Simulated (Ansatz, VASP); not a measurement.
## NiO: VASP beside Ansatz

Contents of INCAR:

```
SYSTEM = NiO
ALGO = Normal ; EDIFF = 1E-7
ENCUT = 520 ; GGA = PS
ISIF = 2 ; ISMEAR = 0
ISPIN = 2 ; LASPH = .TRUE.
LCHARG = .FALSE. ; LMAXMIX = 4
LORBIT = 11 ; LREAL = .FALSE.
LWAVE = .FALSE. ; MAGMOM = 1.14 0.2
NBANDS = 19 ; NELM = 150
PREC = Accurate ; SIGMA = 0.15
```

The input KPOINTS:

```
k-points
0
G
  26 26 26
  0 0 0
```

Contents of POSCAR:

```
NiO
1.0
    0.0000000000      2.1609599945      1.9551542807
    2.1609599945      0.0000000000      1.9551542807
    2.1609599945      2.1609599945      0.0000000000
Ni O
1 1
Direct
    0.0000000000      0.0000000000      0.0000000000
    0.5000000000      0.5000000000      0.5000000000
```

Input for Ansatz:

```yaml
crystal:
  lattice:
    - [0.0, 2.1609599945, 1.9551542807]
    - [2.1609599945, 0.0, 1.9551542807]
    - [2.1609599945, 2.1609599945, 0.0]
  atoms:
    - { symbol: Ni, position: [0.0, 0.0, 0.0], spin: 1.14 }
    - { symbol: O, position: [0.5, 0.5, 0.5], spin: 0.2 }
basis:
  ecutwfc: 420
kpoints:
  mp_grid: { grid: [26, 26, 26] }
hamiltonian:
  xc: pbesol
scf:
  occupations: { method: gaussian, width: 0.15 }
output:
  forces: true
  stress: true
  eigenvalues: true
  populations: true
  write_density: true
  write_potential: true
  elf: true
  volumetric_format: npy
magnetization:
  spin_polarized: true
```

Change from the starting cell: strain +0.050 along x and y, -0.050 along z, atoms carried along.

Alike in both runs: task single point; functional PBEsol; k mesh 26 × 26 × 26; occupations gaussian, width 0.15 eV; collinear spin.

|  | VASP | Ansatz |
| --- | --- | --- |
| version | VASP 6.6.1 | Ansatz 0.2.0 |
| potentials or method | VASP PAW PBE potentials, release 64 (Ni, O), cutoff 520 eV | scalar-relativistic, plane waves, PAW |
| valence electrons in the cell | 16 | 24 |

```tsv
	VASP	Ansatz	Ansatz less VASP
gap on the k mesh at the Fermi level (eV)	none	none	-
pressure (GPa)	-5.2	-5.0	+0.15
traceless stress, the component that is largest in VASP (GPa)	7.39	7.10	-0.296
net moment per atom (μB)	0.69	0.71	+0.021
size of the moment on the site where the two differ most (μB)	0.20	0.22	+0.015
```

VASP's potentials were made for PBE, not for PBEsol. Site moments also hang on the region over which each program counts them. A gap of «none» marks a metal or a gap that the smearing closes. With one functional, cell and mesh, what is left measures potentials, basis and numerics. VASP's potentials hold 16 valence electrons a cell and Ansatz's 24, so a difference there can come from the potentials and not from the codes.
